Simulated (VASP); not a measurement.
# Gd (P6_3/mmc) in VASP: notebook

The runs below take Gd through single point, with PBEsol.

Program: VASP 6.6.1. These are calculated values, not measurements. Logs are shortened: lines on timing, memory, paths and dates and some standing lists are left out, and cuts for length are marked.

## (1) The cell of the first run

Symmetry: P6_3/mmc, No. 194, hexagonal system. The conventional cell has a = 3.567 Å, b = 3.567 Å, c = 5.692 Å, α = 90.00°, β = 90.00°, γ = 120.00°. Gd (site symmetry -6m2) has 12 Gd at 3.51 to 3.57 Å within 4.6 Å.

## (2) Single point, PBEsol, collinear spin, ferromagnetic start

File INCAR:

```
PREC     = Accurate       # precision mode
ENCUT    = 520            # plane-wave cutoff, eV
EDIFF    = 1E-7           # SCF threshold, eV
ISMEAR   = 0              # smearing method
SIGMA    = 0.05           # smearing width, eV
LREAL    = False          # projectors in reciprocal space
LASPH    = True           # aspherical terms in the spheres
NELM     = 150            # most SCF steps
ALGO     = Normal         # electronic algorithm
ISIF     = 2              # what is computed and relaxed
LWAVE    = False          # write WAVECAR
LCHARG   = False          # write CHGCAR
ISPIN    = 2              # spin polarisation
MAGMOM   = 7 7            # initial moments
LORBIT   = 11             # projections on sites
LMAXMIX  = 6              # l up to which the mixer works
GGA      = PS             # functional
NBANDS   = 29             # bands
```

File KPOINTS:

```
Automatic mesh
0
Gamma
  14 14 8
```

File POSCAR:

```
Gd
1.0
    3.5667103542      0.0000000000      0.0000000000
   -1.7833551771      3.0888617747      0.0000000000
    0.0000000000      0.0000000000      5.6918477238
Gd
2
Direct
    0.3333333333      0.6666666667      0.7500000000
    0.6666666667      0.3333333333      0.2500000000
```

Potentials or basis: VASP PAW PBE potentials, release 64 (Gd).

Started as:

```console
cat potpaw_PBE.64/Gd/POTCAR > POTCAR
mpirun -np 1 vasp_std > vasp.out
```

OUTCAR:

```text
PREC = Accurate
   ENCUT = 520
   EDIFF = 1E-7
   ISMEAR = 0
   LREAL = False
   LASPH = True
   NELM = 150
   ISIF = 2
   ISPIN = 2
   LORBIT = 11
   GGA = PS

 ion  position               nearest neighbor table
   1  0.333  0.667  0.750-   2 3.51   2 3.51   2 3.51   2 3.51   2 3.51   2 3.51
   2  0.667  0.333  0.250-   1 3.51   1 3.51   1 3.51   1 3.51   1 3.51   1 3.51

  LATTYP: Found a hexagonal cell.
 ALAT       =     3.5667103542
 C/A-ratio  =     1.5958256092

  Lattice vectors:

 A1 = (   3.5667103542,   0.0000000000,   0.0000000000)
 A2 = (  -1.7833551771,   3.0888617747,   0.0000000000)
 A3 = (   0.0000000000,   0.0000000000,   5.6918477238)

Analysis of symmetry for initial positions (statically):
=====================================================================
 Subroutine PRICEL returns:
 Original cell was already a primitive cell.

 Routine SETGRP: Setting up the symmetry group for a
 hexagonal supercell.

 Subroutine GETGRP returns: Found 24 space group operations
 (whereof 12 operations were pure point group operations)
 out of a pool of 24 trial point group operations.

The static configuration has the point symmetry D_3d.
 The point group associated with its full space group is D_6h.

Analysis of symmetry for dynamics (positions and initial velocities):
=====================================================================
 Subroutine PRICEL returns:
 Original cell was already a primitive cell.

 Routine SETGRP: Setting up the symmetry group for a
 hexagonal supercell.

 Subroutine GETGRP returns: Found 24 space group operations
 (whereof 12 operations were pure point group operations)
 out of a pool of 24 trial point group operations.

The dynamic configuration has the point symmetry D_3d.
 The point group associated with its full space group is D_6h.

Analysis of structural, dynamic, and magnetic symmetry:
=====================================================================
 Subroutine PRICEL returns:
 Original cell was already a primitive cell.

 Routine SETGRP: Setting up the symmetry group for a
 hexagonal supercell.

 Subroutine GETGRP returns: Found 24 space group operations
 (whereof 12 operations were pure point group operations)
 out of a pool of 24 trial point group operations.

The overall configuration has the point symmetry D_3d.
 The point group associated with its full space group is D_6h.

 Subroutine INISYM returns: Found 24 space group operations
 (whereof 12 operations are pure point group operations),
 and found     1 'primitive' translations

----------------------------------------------------------------------------------------

                                     Primitive cell

  volume of cell :      62.7075

  direct lattice vectors                    reciprocal lattice vectors
     3.566710354  0.000000000  0.000000000     0.280370398  0.161871925  0.000000000
    -1.783355177  3.088861775  0.000000000     0.000000000  0.323743849  0.000000000
     0.000000000  0.000000000  5.691847724     0.000000000  0.000000000  0.175689872

  length of vectors
     3.566710354  3.566710354  5.691847724     0.323743849  0.323743849  0.175689872

  position of ions in fractional coordinates (direct lattice)
     0.333333333  0.666666667  0.750000000
     0.666666667  0.333333333  0.250000000

  ion indices of the primitive-cell ions
   primitive index   ion index
                 1           1
                 2           2

----------------------------------------------------------------------------------------

 KPOINTS: Automatic mesh

Automatic generation of k-mesh.
 Grid dimensions read from file:
 generate k-points for:   14   14    8

 Generating k-lattice:

  Cartesian coordinates                     Fractional coordinates (reciprocal lattice)
     0.020026457  0.011562280  0.000000000     0.071428571 -0.000000000  0.000000000
     0.000000000  0.023124561  0.000000000     0.000000000  0.071428571  0.000000000
     0.000000000  0.000000000  0.021961234     0.000000000  0.000000000  0.125000000

  Length of vectors
     0.023124561  0.023124561  0.021961234

  Shift w.r.t. Gamma in fractional coordinates (k-lattice)
     0.000000000  0.000000000  0.000000000

 Subroutine IBZKPT returns following result:
 ===========================================

 Found    120 irreducible k-points:

 Following reciprocal coordinates:
            Coordinates               Weight
  0.000000  0.000000  0.000000      1.000000
  0.071429 -0.000000  0.000000      6.000000
  0.142857  0.000000  0.000000      6.000000
  0.214286 -0.000000  0.000000      6.000000
  0.285714 -0.000000  0.000000      6.000000
  0.357143 -0.000000  0.000000      6.000000
[... 16 lines left out ...]
  0.285714  0.285714  0.000000      6.000000
  0.357143  0.285714  0.000000      6.000000
 [... further k-points ...]
   k-points           NKPTS =    120   k-points in BZ     NKDIM =    120   number of bands    NBANDS=     29
   number of dos      NEDOS =    301   number of ions     NIONS =      2
   total plane-waves  NPLWV =  32928
   dimension x,y,z NGX =    28 NGY =   28 NGZ =   42
   dimension x,y,z NGXF=    56 NGYF=   56 NGZF=   84
   ions per type =               2
   NGX,Y,Z   is equivalent  to a cutoff of  13.05, 13.05, 12.27 a.u.
   NGXF,Y,Z  is equivalent  to a cutoff of  26.10, 26.10, 24.53 a.u.
 SYSTEM =  unknown system
   PREC   = accura    normal or accurate (medium, high low for compatibility)
   ISTART =      0    job   : 0-new  1-cont  2-samecut
   ICHARG =      2    charge: 1-file 2-atom 10-const
   ISPIN  =      2    spin polarized calculation?
   LNONCOLLINEAR =      F non collinear calculations
   LSORBIT =      F    spin-orbit coupling
   LASPH  =      T    aspherical Exc in radial PAW
   ENCUT  =  520.0 eV  38.22 Ry    6.18 a.u.   6.63  6.63 10.58*2*pi/ulx,y,z
   NELM   =    150;   NELMIN=  2; NELMDL= -5     # of ELM steps
   EDIFF  = 0.1E-06   stopping-criterion for ELM
   LREAL  =      F    real-space projection
   EDIFFG = 0.1E-05   stopping-criterion for IOM
   NSW    =      0    number of steps for IOM
   IBRION =     -1    ionic relax: 0-MD 1-quasi-New 2-CG
   NFREE  =      0    steps in history (QN), initial steepest desc. (CG)
   ISIF   =      2    stress and relaxation
   ISYM   =      2    0-nonsym 1-usesym 2-fastsym
   POTIM  = 0.5000    time-step for ionic-motion
   TEBEG  =    0.0;   TEEND  =   0.0 temperature during run
   PSTRESS=    0.0 pullay stress
   NELECT =      36.0000    total number of electrons
   NUPDOWN=      -1.0000    fix difference up-down
   EMIN   =  10.00;   EMAX   =-10.00  energy-range for DOS
   EFERMI =   0.00;   METHOD = LEGACY
   ISMEAR =     0;   SIGMA  =   0.05  broadening in eV -4-tet -1-fermi 0-gaus
   EFERMI_NEDOS =   21; number of points for ismear=-14 and -15
   IALGO  =     38    algorithm
   IMIX   =      4    mixing-type and parameters
     AMIX     =   0.40;   BMIX     =  1.00
     AMIX_MAG =   1.60;   BMIX_MAG =  1.00
  volume/ion in A,a.u.               =      31.35       211.59
  Fermi-wavevector in a.u.,A,eV,Ry     =   1.360617  2.571193 25.188164  1.851278
  Thomas-Fermi vector in A             =   2.487263
   LORBIT       =     11    0 simple, 1 ext, 2 COOP (PROOUT), +10 PAW based schemes
   GGA     = PS    functional components
   LHFCALC =     F    Hartree Fock is set to
   AEXX    =    0.0000 exact exchange contribution
   IVDW    =     0    specifies the selected vdW correction
   LEPSILON=     F    determine dielectric tensor
   LRPA    =     F    only Hartree local field effects (RPA)
 spin polarized calculation
 Gauss-broadening in eV      SIGMA  =   0.05
  energy-cutoff  :      520.00
  volume of cell :       62.71
 maximum number of plane-waves:      1725
 NGX is ok and might be reduce to    28
   NGX = 13   NGY = 13   NGZ = 21

 number of electron      35.9999998 magnetization      15.3020707

 Free energy of the ion-electron system (eV)
  ---------------------------------------------------
  ext. energy  EPLUGINS =         0.00000000
  ---------------------------------------------------
  free energy    TOTEN  =       -24.06431635 eV

  energy without entropy =      -24.06026423  energy(sigma->0) =      -24.06229029

 E-fermi :   3.0631     XC(G=0): -10.3524

 val. band max:        3.0624666370   @ k =   0.2857  -0.0000   0.3750
 cond. band min:       3.0699177924   @ k =   0.4286  -0.0000   0.0000
 fundamental gap:      0.0074511554
 Fermi energy:         3.0630771057

 spin component 1

 k-point     1 :       0.0000    0.0000    0.0000
  band No.  band energies     occupation
      1     -42.1105      1.00000
      2     -42.0236      1.00000
      3     -19.9392      1.00000
      4     -19.2087      1.00000
      5     -19.2087      1.00000
      6     -19.0850      1.00000
[... 21 lines left out ...]
     28       4.5741      0.00000
     29       5.0899      0.00000

 k-point     2 :       0.0714   -0.0000    0.0000
  band No.  band energies     occupation
      1     -42.1072      1.00000
      2     -42.0222      1.00000
      3     -19.9257      1.00000
      4     -19.2390      1.00000
      5     -19.2186      1.00000
      6     -19.1169      1.00000
[... 21 lines left out ...]
     28       4.8279      0.00000
     29       4.9674      0.00000

 k-point     3 :       0.1429    0.0000    0.0000
  band No.  band energies     occupation
      1     -42.0978      1.00000
      2     -42.0184      1.00000
      3     -19.8868      1.00000
      4     -19.3237      1.00000
      5     -19.2456      1.00000
      6     -19.2042      1.00000
[... 638 lines left out ...]
      5     -19.5091      1.00000
      6     -19.4990      1.00000
[... 21 lines left out ...]
     28       4.0629      0.00000
     29       5.0780      0.00000

 k-point    24 :       0.3571    0.2857    0.0000
  band No.  band energies     occupation
      1     -42.0175      1.00000
      2     -42.0104      1.00000
      3     -19.7025      1.00000
      4     -19.5708      1.00000
      5     -19.5637      1.00000
      6     -19.4518      1.00000
[... 21 lines left out ...]
     28       3.8973      0.00000
     29       5.2481      0.00000

 [... further k-points ...]

 spin component 2

 k-point     1 :       0.0000    0.0000    0.0000
  band No.  band energies     occupation
      1     -38.8899      1.00000
      2     -38.7814      1.00000
      3     -17.6848      1.00000
      4     -16.7972      1.00000
      5     -16.7972      1.00000
      6     -16.6521      1.00000
[... 21 lines left out ...]
     28       5.8069      0.00000
     29       6.3293      0.00000

 k-point     2 :       0.0714   -0.0000    0.0000
  band No.  band energies     occupation
      1     -38.8858      1.00000
      2     -38.7797      1.00000
      3     -17.6686      1.00000
      4     -16.8343      1.00000
      5     -16.8093      1.00000
      6     -16.6912      1.00000
[... 21 lines left out ...]
     28       6.0656      0.00000
     29       6.2125      0.00000

 k-point     3 :       0.1429    0.0000    0.0000
  band No.  band energies     occupation
      1     -38.8741      1.00000
      2     -38.7750      1.00000
      3     -17.6217      1.00000
      4     -16.9379      1.00000
      5     -16.8422      1.00000
      6     -16.7976      1.00000
[... 638 lines left out ...]
      5     -17.1591      1.00000
      6     -17.1542      1.00000
[... 21 lines left out ...]
     28       5.3027      0.00000
     29       6.2005      0.00000

 k-point    24 :       0.3571    0.2857    0.0000
  band No.  band energies     occupation
      1     -38.7735      1.00000
      2     -38.7646      1.00000
      3     -17.4027      1.00000
      4     -17.2327      1.00000
      5     -17.2245      1.00000
      6     -17.0975      1.00000
[... 21 lines left out ...]
     28       5.1451      0.00000
     29       6.3539      0.00000

 [... further k-points ...]

------------------------ aborting loop because EDIFF is reached ----------------------------------------

  FORCE on cell =-STRESS in cart. coord.  units (eV):
  Direction    XX          YY          ZZ          XY          YZ          ZX
  --------------------------------------------------------------------------------------
  -------------------------------------------------------------------------------------
  Total        0.0006320      0.0006320      0.0026504      0.0000000      0.0000000      0.0000000
  in kB        0.0161488      0.0161488      0.0677171      0.0000000      0.0000000      0.0000000
  external PRESSURE =       0.0333383 kB  Pullay stress =       0.0000000 kB

 VOLUME and BASIS-vectors are now :
 -----------------------------------------------------------------------------
  energy-cutoff  :      520.00
  volume of cell :       62.71
      direct lattice vectors                 reciprocal lattice vectors
     3.566710354  0.000000000  0.000000000     0.280370398  0.161871925  0.000000000
    -1.783355177  3.088861775  0.000000000     0.000000000  0.323743849  0.000000000
     0.000000000  0.000000000  5.691847724     0.000000000  0.000000000  0.175689872

 POSITION                                       TOTAL-FORCE (eV/Angst)
 -----------------------------------------------------------------------------------
     -0.00000      2.05924      4.26889        -0.000000     -0.000000      0.000000
      1.78336      1.02962      1.42296         0.000000      0.000000      0.000000
 -----------------------------------------------------------------------------------
    total drift:                               -0.000000      0.000000     -0.000000

  FREE ENERGIE OF THE ION-ELECTRON SYSTEM (eV)
  ---------------------------------------------------
  free  energy   TOTEN  =       -24.0643163480 eV

  energy  without entropy=      -24.0602642339  energy(sigma->0) =      -24.06229029

 total charge

# of ion       s       p       d       f       tot
--------------------------------------------------
    1        2.076   5.546   0.605   6.971  15.198
    2        2.076   5.546   0.605   6.971  15.198
--------------------------------------------------
tot          4.151  11.092   1.211  13.942  30.396

 magnetization (x)

# of ion       s       p       d       f       tot
--------------------------------------------------
    1        0.006  -0.041   0.228   6.825   7.018
    2        0.006  -0.041   0.228   6.825   7.018
--------------------------------------------------
tot          0.011  -0.082   0.457  13.651  14.037
```

It took 15 min on 1 thread of Intel Xeon Platinum 8488C (Sapphire Rapids), shared host; peak memory 0.46 GiB.

Results:

| Quantity | Value |
| --- | --- |
| Free energy | -24.0643 eV |
| Pressure | 0.0 GPa |
| Net moment | 15.30 μB per cell |
| Site moments | Gd +7.02 μB |
| Valence electrons inside the program's atomic spheres | Gd 15.20 |

Levels at points of the mesh, in eV from the Fermi level:
Spin up:
```csv
k point,band 24,band 25,band 26,band 27,band 28,band 29
"(0.00, 0.00, 0.00)",-2.57,1.26,1.36,1.36,1.51,2.03
"(0.50, 0.00, 0.00)",-1.88,-1.40,0.06,1.09,1.18,1.85
"(0.00, 0.00, 0.50)",-3.60,0.51,0.51,1.27,1.27,1.27
"(0.50, 0.00, 0.50)",-2.27,-0.50,-0.50,1.69,1.69,2.69
```
Spin down:
```csv
k point,band 6,band 7,band 8,band 9,band 10,band 11,band 12,band 13,band 14,band 15
"(0.00, 0.00, 0.00)",-19.72,-19.72,-19.70,-4.21,-1.53,0.36,0.40,0.46,0.52,0.52
"(0.50, 0.00, 0.00)",-20.08,-19.96,-19.83,-1.09,-0.98,-0.63,0.39,0.46,0.53,0.54
"(0.00, 0.00, 0.50)",-19.79,-19.79,-19.79,-2.59,-2.59,0.26,0.26,0.49,0.49,0.50
"(0.50, 0.00, 0.50)",-19.96,-19.96,-19.96,-1.40,-1.40,0.20,0.20,0.50,0.50,0.54
```

Caveat: the PAW data sets were made with another functional, which shifts forces and pressure a little; spin-orbit coupling is left out, which moves the levels of the heavy elements.

(Part 1 of 2 ends here.)
